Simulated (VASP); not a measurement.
# Al2O3 (P-3m1) in VASP: a series of runs, part 2 of 3

VASP 6.6.1. The steps go on from the part before.

### Step 4. Single point, r2SCAN (strain +0.000 along x and y, -0.080 along z)

POSCAR reads:

```
Al2O3
1.0
    3.0174825440      0.0000000000      0.0000000000
   -1.5087412720      2.6132165386      0.0000000000
    0.0000000000      0.0000000000      6.9686651220
Al O
2 3
Direct
    0.0000000000      0.0000000000      0.2779510000
    0.0000000000      0.0000000000      0.7220490000
    0.3333333333      0.6666666667      0.1994540000
    0.6666666667      0.3333333333      0.8005460000
    0.0000000000      0.0000000000      0.5000000000
```

INCAR.step1 reads:

```
SYSTEM = Al2O3
PREC     = Accurate       ! precision mode
ENCUT    = 520            ! plane-wave cutoff, eV
ISMEAR   = 0              ! smearing method
SIGMA    = 0.05           ! smearing width, eV
LREAL    = .False.        ! projectors in reciprocal space
LASPH    = .True.         ! aspherical terms in the spheres
NELM     = 100            ! most SCF steps
NBANDS   = 20             ! bands
GGA      = PE             ! functional
ALGO     = Normal         ! electronic algorithm
EDIFF    = 1E-4           ! SCF threshold, eV
LWAVE    = .True.         ! write WAVECAR
LCHARG   = .False.        ! write CHGCAR
```

INCAR.step2 reads:

```
SYSTEM = Al2O3
PREC     = Accurate       ! precision mode
ENCUT    = 520            ! plane-wave cutoff, eV
EDIFF    = 1E-6           ! SCF threshold, eV
ISMEAR   = 0              ! smearing method
SIGMA    = 0.05           ! smearing width, eV
LREAL    = .False.        ! projectors in reciprocal space
LASPH    = .True.         ! aspherical terms in the spheres
NELM     = 100            ! most SCF steps
ALGO     = Normal         ! electronic algorithm
ISIF     = 2              ! what is computed and relaxed
LWAVE    = .False.        ! write WAVECAR
LCHARG   = .False.        ! write CHGCAR
METAGGA  = R2SCAN         ! meta-GGA
LMIXTAU  = .True.       
NBANDS   = 20             ! bands
ISTART   = 1
```

KPOINTS reads:

```
Automatic mesh
0
Gamma
  12 12 4
  0 0 0
```

Potentials or basis: VASP PAW PBE potentials, release 64 (Al, O).

Started as:

```
cat potpaw_PBE.64/Al/POTCAR potpaw_PBE.64/O/POTCAR > POTCAR
cp INCAR.step1 INCAR
mpirun -np 1 vasp_std > vasp.out
cp INCAR.step2 INCAR
mpirun -np 1 vasp_std > vasp.out
```

OUTCAR:

```text
SYSTEM = Al2O3
   PREC = Accurate
   ENCUT = 520
   EDIFF = 1E-6
   ISMEAR = 0
   LREAL = .False.
   LASPH = .True.
   NELM = 100
   ISIF = 2
   METAGGA = R2SCAN
   ISTART = 1

 ion  position               nearest neighbor table
   1  0.000  0.000  0.278-   5 1.55   3 1.83   3 1.83   3 1.83   2 3.09
   2  0.000  0.000  0.722-   5 1.55   4 1.83   4 1.83   4 1.83   1 3.09
   3  0.333  0.667  0.199-   1 1.83   1 1.83   1 1.83
[... 758 lines left out ...]
  Direction    XX          YY          ZZ          XY          YZ          ZX
  --------------------------------------------------------------------------------------
  -------------------------------------------------------------------------------------
  Total       -1.3751635     -1.3751635     18.6536578     -0.0000000      0.0000000     -0.0000000
  in kB      -40.0954574    -40.0954574    543.8821797     -0.0000000      0.0000000     -0.0000000
  external PRESSURE =     154.5637550 kB  Pullay stress =       0.0000000 kB

 VOLUME and BASIS-vectors are now :
 -----------------------------------------------------------------------------
  energy-cutoff  :      520.00
  volume of cell :       54.95
      direct lattice vectors                 reciprocal lattice vectors
     3.017482544  0.000000000  0.000000000     0.331402083  0.191335082  0.000000000
    -1.508741272  2.613216539  0.000000000     0.000000000  0.382670163  0.000000000
     0.000000000  0.000000000  6.968665122     0.000000000  0.000000000  0.143499506

 POSITION                                       TOTAL-FORCE (eV/Angst)
 -----------------------------------------------------------------------------------
      0.00000      0.00000      1.93695         0.000000     -0.000000     -5.376990
      0.00000      0.00000      5.03172        -0.000000      0.000000      5.376990
     -0.00000      1.74214      1.38993        -0.000000      0.000000     -0.307769
      1.50874      0.87107      5.57874        -0.000000     -0.000000      0.307769
      0.00000      0.00000      3.48433        -0.000000      0.000000      0.000000
 -----------------------------------------------------------------------------------
    total drift:                                0.000000      0.000000     -0.000000

  FREE ENERGIE OF THE ION-ELECTRON SYSTEM (eV)
  ---------------------------------------------------
  free  energy   TOTEN  =       -45.9794401455 eV

  energy  without entropy=      -45.9794401455  energy(sigma->0) =      -45.97944015
```

OUTCAR.step1:

```text
SYSTEM = Al2O3
   PREC = Accurate
   ENCUT = 520
   ISMEAR = 0
   LREAL = .False.
   LASPH = .True.
[... 786 lines left out ...]
     -0.00000      1.74214      1.38993        -0.000000      0.000000     -0.560817
      1.50874      0.87107      5.57874         0.000000     -0.000000      0.560817
      0.00000      0.00000      3.48433         0.000000      0.000000     -0.000000
 -----------------------------------------------------------------------------------
    total drift:                                0.000000      0.000000     -0.000000

  FREE ENERGIE OF THE ION-ELECTRON SYSTEM (eV)
  ---------------------------------------------------
  free  energy   TOTEN  =       -35.4023802054 eV

  energy  without entropy=      -35.4023802054  energy(sigma->0) =      -35.40238021
```

OSZICAR.step1:

```text
N       E                     dE             d eps       ncg     rms          rms(c)
DAV:   1     0.105495096481E+03    0.10550E+03   -0.12746E+04  2760   0.111E+03
DAV:   2    -0.350127057405E+02   -0.14051E+03   -0.13585E+03  3364   0.245E+02
DAV:   3    -0.416189027098E+02   -0.66062E+01   -0.65864E+01  3592   0.558E+01
DAV:   4    -0.416642476646E+02   -0.45345E-01   -0.45337E-01  3520   0.511E+00
DAV:   5    -0.416647684498E+02   -0.52079E-03   -0.52078E-03  3424   0.529E-01    0.149E+01
DAV:   6    -0.355273789942E+02    0.61374E+01   -0.18848E+01  3152   0.309E+01    0.601E+00
DAV:   7    -0.354447710338E+02    0.82608E-01   -0.75606E-01  3368   0.662E+00    0.278E+00
DAV:   8    -0.354046733517E+02    0.40098E-01   -0.82877E-02  3636   0.248E+00    0.119E+00
DAV:   9    -0.354007492771E+02    0.39241E-02   -0.33109E-02  3780   0.186E+00    0.221E-01
DAV:  10    -0.354022866126E+02   -0.15373E-02   -0.78316E-03  3308   0.697E-01    0.180E-01
DAV:  11    -0.354023802054E+02   -0.93593E-04   -0.36752E-04  3248   0.155E-01
   1 F= -.35402380E+02 E0= -.35402380E+02  d E =-.315598E-20
```

It took 3.6 min on 1 thread of Intel Xeon Platinum 8375C at 2.90GHz (Ice Lake), shared host; peak memory 0.21 GiB.

Results:

* Free energy: -45.9794 eV
* Pressure: 15.5 GPa
* Largest force: 5.377 eV/Å
* Band gap on the k mesh: 4.44 eV

Forces in eV/Å, atoms in the order of the input:
```
Al   0.000  0.000 -5.377
Al   0.000  0.000  5.377
O    0.000  0.000 -0.308
O    0.000  0.000  0.308
O    0.000  0.000  0.000
```

Stress tensor (GPa, compression positive):
```
-4.01  0.00  0.00
 0.00 -4.01  0.00
 0.00  0.00 54.39
```

Caveat: the cell differs from its parent crystal (strain +0.000 along x and y, -0.080 along z); the cell stands under pressure; the PAW data sets were made with another functional, which shifts forces and pressure a little.

### Step 5. Single point, r2SCAN (strain -0.040 along x and y, +0.000 along z)

POSCAR, as its differences from that of step 4:

```diff
@@ -2,5 +2,5 @@
 1.0
-    3.0174825440      0.0000000000      0.0000000000
-   -1.5087412720      2.6132165386      0.0000000000
-    0.0000000000      0.0000000000      6.9686651220
+    2.8967832423      0.0000000000      0.0000000000
+   -1.4483916211      2.5086878770      0.0000000000
+    0.0000000000      0.0000000000      7.5746360022
 Al O
```

INCAR.step1 reads:

```
PREC = Accurate
ENCUT = 520
ISMEAR = 0
SIGMA = 0.05
LREAL = False
LASPH = True
NELM = 100
NBANDS = 20
GGA = PE
ALGO = Normal
EDIFF = 1E-4
LWAVE = True
LCHARG = False
```

INCAR.step2 reads:

```
PREC = Accurate
ENCUT = 520
EDIFF = 1E-6
ISMEAR = 0
SIGMA = 0.05
LREAL = False
LASPH = True
NELM = 100
ALGO = Normal
ISIF = 2
LWAVE = False
LCHARG = False
METAGGA = R2SCAN
LMIXTAU = True
NBANDS = 20
ISTART = 1
```

KPOINTS reads:

```
Automatic mesh
0
Gamma
  12 12 4
```

Potentials or basis: VASP PAW PBE potentials, release 64 (Al, O).

Started as:

```
cat potpaw_PBE.64/Al/POTCAR potpaw_PBE.64/O/POTCAR > POTCAR
cp INCAR.step1 INCAR
mpirun -np 1 vasp_std > vasp.out
cp INCAR.step2 INCAR
mpirun -np 1 vasp_std > vasp.out
```

OUTCAR:

```text
PREC = Accurate
   ENCUT = 520
   EDIFF = 1E-6
   ISMEAR = 0
   LREAL = False
   LASPH = True
   NELM = 100
   ISIF = 2
   METAGGA = R2SCAN
   ISTART = 1

 ion  position               nearest neighbor table
   1  0.000  0.000  0.278-   5 1.68   3 1.78   3 1.78   3 1.78   2 3.36
   2  0.000  0.000  0.722-   5 1.68   4 1.78   4 1.78   4 1.78   1 3.36
   3  0.333  0.667  0.199-   1 1.78   1 1.78   1 1.78
   4  0.667  0.333  0.801-   2 1.78   2 1.78   2 1.78
   5  0.000  0.000  0.500-   1 1.68   2 1.68

  LATTYP: Found a hexagonal cell.
 ALAT       =     2.8967832423
 C/A-ratio  =     2.6148439040

  Lattice vectors:

 A1 = (   2.8967832423,   0.0000000000,   0.0000000000)
 A2 = (  -1.4483916211,   2.5086878770,   0.0000000000)
 A3 = (   0.0000000000,   0.0000000000,   7.5746360022)

Analysis of symmetry for initial positions (statically):
=====================================================================
 Subroutine PRICEL returns:
 Original cell was already a primitive cell.

 Routine SETGRP: Setting up the symmetry group for a
 hexagonal supercell.

[... 173 lines left out ...]
 E-fermi :   4.9623     XC(G=0): -10.5207

 val. band max:        4.6454685275   @ k =   0.0000   0.0000   0.0000
 cond. band min:       7.7398838359   @ k =   0.0000   0.0000   0.0000
 fundamental gap:      3.0944153084
 Fermi energy:         4.9623390197

 k-point     1 :       0.0000    0.0000    0.0000
  band No.  band energies     occupation
      1     -17.1751      2.00000
      2     -17.0074      2.00000
      3     -13.6578      2.00000
      4      -2.0219      2.00000
      5      -0.9938      2.00000
      6       0.0526      2.00000
[... 541 lines left out ...]
     19      18.2772      0.00000
     20      18.9479      0.00000

 [... further k-points ...]

------------------------ aborting loop because EDIFF is reached ----------------------------------------

  FORCE on cell =-STRESS in cart. coord.  units (eV):
  Direction    XX          YY          ZZ          XY          YZ          ZX
  --------------------------------------------------------------------------------------
  -------------------------------------------------------------------------------------
  Total        5.3129419      5.3129419     -1.5458866      0.0000000     -0.0000000      0.0000000
  in kB      154.6397892    154.6397892    -44.9949556      0.0000000     -0.0000000      0.0000000
  external PRESSURE =      88.0948743 kB  Pullay stress =       0.0000000 kB

 VOLUME and BASIS-vectors are now :
 -----------------------------------------------------------------------------
  energy-cutoff  :      520.00
  volume of cell :       55.05
      direct lattice vectors                 reciprocal lattice vectors
     2.896783242  0.000000000  0.000000000     0.345210503  0.199307377  0.000000000
    -1.448391621  2.508687877  0.000000000     0.000000000  0.398614754  0.000000000
     0.000000000  0.000000000  7.574636002     0.000000000  0.000000000  0.132019545

 POSITION                                       TOTAL-FORCE (eV/Angst)
 -----------------------------------------------------------------------------------
      0.00000      0.00000      2.10538        -0.000000      0.000000      0.970537
      0.00000      0.00000      5.46926         0.000000     -0.000000     -0.970537
     -0.00000      1.67246      1.51079         0.000000     -0.000000     -0.355327
      1.44839      0.83623      6.06384         0.000000      0.000000      0.355327
      0.00000      0.00000      3.78732         0.000000     -0.000000     -0.000000
 -----------------------------------------------------------------------------------
    total drift:                                0.000000      0.000000     -0.000000

  FREE ENERGIE OF THE ION-ELECTRON SYSTEM (eV)
  ---------------------------------------------------
  free  energy   TOTEN  =       -46.4846761166 eV

  energy  without entropy=      -46.4846761166  energy(sigma->0) =      -46.48467612
```

OUTCAR.step1:

```text
PREC = Accurate
   ENCUT = 520
   ISMEAR = 0
   LREAL = False
   LASPH = True
[... 785 lines left out ...]
      0.00000      0.00000      5.46926         0.000000      0.000000     -0.943721
     -0.00000      1.67246      1.51079         0.000000      0.000000     -0.698142
      1.44839      0.83623      6.06384        -0.000000     -0.000000      0.698142
      0.00000      0.00000      3.78732         0.000000      0.000000     -0.000000
 -----------------------------------------------------------------------------------
    total drift:                                0.000000      0.000000     -0.000000

  FREE ENERGIE OF THE ION-ELECTRON SYSTEM (eV)
  ---------------------------------------------------
  free  energy   TOTEN  =       -35.9246618997 eV

  energy  without entropy=      -35.9246618997  energy(sigma->0) =      -35.92466190
```

OSZICAR.step1:

```text
N       E                     dE             d eps       ncg     rms          rms(c)
DAV:   1     0.102185258861E+03    0.10219E+03   -0.12717E+04  2768   0.110E+03
DAV:   2    -0.350588768794E+02   -0.13724E+03   -0.13298E+03  3276   0.244E+02
DAV:   3    -0.415340476979E+02   -0.64752E+01   -0.64553E+01  3548   0.553E+01
DAV:   4    -0.415827951233E+02   -0.48747E-01   -0.48737E-01  3444   0.530E+00
DAV:   5    -0.415834039298E+02   -0.60881E-03   -0.60880E-03  3544   0.571E-01    0.142E+01
DAV:   6    -0.360505928335E+02    0.55328E+01   -0.18271E+01  3092   0.289E+01    0.523E+00
DAV:   7    -0.359777083444E+02    0.72884E-01   -0.49232E-01  3360   0.494E+00    0.271E+00
DAV:   8    -0.359266503001E+02    0.51058E-01   -0.87349E-02  3656   0.283E+00    0.851E-01
DAV:   9    -0.359231147777E+02    0.35355E-02   -0.41226E-02  3772   0.180E+00    0.247E-01
DAV:  10    -0.359243440275E+02   -0.12292E-02   -0.44446E-03  3148   0.468E-01    0.136E-01
DAV:  11    -0.359246697115E+02   -0.32568E-03   -0.10775E-03  3148   0.219E-01    0.350E-02
DAV:  12    -0.359246618997E+02    0.78118E-05   -0.12977E-04  2872   0.882E-02
   1 F= -.35924662E+02 E0= -.35924662E+02  d E =-.630288E-13
```

Run time: 3.5 min. Hardware: 1 thread of Intel Xeon Platinum 8375C at 2.90GHz (Ice Lake), shared host; peak memory 0.21 GiB.

Results:

| Item | Value |
| --- | --- |
| Free energy | -46.4847 eV |
| Pressure | 8.8 GPa |
| Largest force | 0.971 eV/Å |
| Band gap on the k mesh | 3.09 eV |

Forces on the atoms (eV/Å):
```
Al   0.000  0.000  0.971
Al   0.000  0.000 -0.971
O    0.000  0.000 -0.355
O    0.000  0.000  0.355
O    0.000  0.000  0.000
```

Stress tensor (GPa, compression positive):
```
15.46  0.00  0.00
 0.00 15.46  0.00
 0.00  0.00 -4.50
```

Levels at points of the mesh, in eV from the valence-band top:
| k point | band 10 | band 11 | band 12 | band 13 | band 14 | band 15 |
| --- | --- | --- | --- | --- | --- | --- |
| (0.00, 0.00, 0.00) | -3.12 | 0.00 | 0.00 | 3.09 | 5.34 | 8.07 |
| (0.50, 0.00, 0.00) | -4.03 | -2.44 | -0.62 | 4.93 | 6.82 | 9.22 |
| (0.00, 0.00, 0.50) | -3.80 | 0.00 | 0.00 | 4.09 | 4.22 | 9.14 |
| (0.50, 0.00, 0.50) | -3.97 | -2.38 | -0.62 | 5.43 | 6.12 | 9.13 |

Caveat: the cell differs from its parent crystal (strain -0.040 along x and y, +0.000 along z); the cell stands under pressure; the PAW data sets were made with another functional, which shifts forces and pressure a little.

(Continued in part 3 of 3.)
